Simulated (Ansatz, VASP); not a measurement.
**Two plane-wave programs on Ta**

Contents of INCAR:

```
SYSTEM = Ta
PREC = Accurate
ENCUT = 520
EDIFF = 1E-6
ISMEAR = 1
SIGMA = 0.02
LREAL = .False.
LASPH = .True.
NELM = 100
ALGO = Fast
ISIF = 2
LWAVE = .False.
LCHARG = .False.
NBANDS = 12
```

The input KPOINTS:

```
Automatic mesh
0
Gamma
  22 22 22
  0 0 0
```

Contents of POSCAR:

```
Ta
1.0
   -1.5130023529      1.5130023529      1.9669030588
    1.5130023529     -1.5130023529      1.9669030588
    1.5130023529      1.5130023529     -1.9669030588
Ta
1
Direct
    0.0000000000      0.0000000000      0.0000000000
```

Input for Ansatz:

```yaml
crystal:
  lattice:
    - [-1.5130023529, 1.5130023529, 1.9669030588]
    - [1.5130023529, -1.5130023529, 1.9669030588]
    - [1.5130023529, 1.5130023529, -1.9669030588]
  atoms:
    - { symbol: Ta, position: [0.0, 0.0, 0.0] }
basis:
  ecutwfc: 420
kpoints:
  mp_grid: { grid: [22, 22, 22] }
hamiltonian:
  xc: lda
scf:
  occupations: { method: methfessel_paxton, width: 0.02 }
output:
  forces: true
  stress: true
  eigenvalues: true
```

Alike in both runs: task single point; functional LDA; k mesh 22 × 22 × 22; occupations methfessel-paxton of order 1, width 0.02 eV; no spin polarisation.

|  | VASP | Ansatz |
| --- | --- | --- |
| version | VASP 6.6.1 | Ansatz 0.2.0 |
| potentials or method | VASP PAW LDA potentials, release 64 (Ta_pv), cutoff 520 eV | scalar-relativistic, plane waves, PAW |
| valence electrons in the cell | 11 | 13 |

VASP gave:

```
gap on the k mesh at the Fermi level (eV)                     : none
pressure (GPa)                                                : -3.5
traceless stress, the component that is largest in VASP (GPa) : -9.74
```

Question: What did Ansatz give for the same quantities?

Answer: gap on the k mesh at the Fermi level (eV): none; pressure (GPa): -4.3; traceless stress, the component that is largest in VASP (GPa): -9.65.

LDA's correlation is that of Perdew and Zunger in VASP and of Perdew and Wang (1992) in Ansatz. A gap of «none» marks a metal or a gap that the smearing closes. VASP's potentials hold 11 valence electrons a cell and Ansatz's 13, so a difference there can come from the potentials and not from the codes.

Spin-orbit coupling is off throughout.
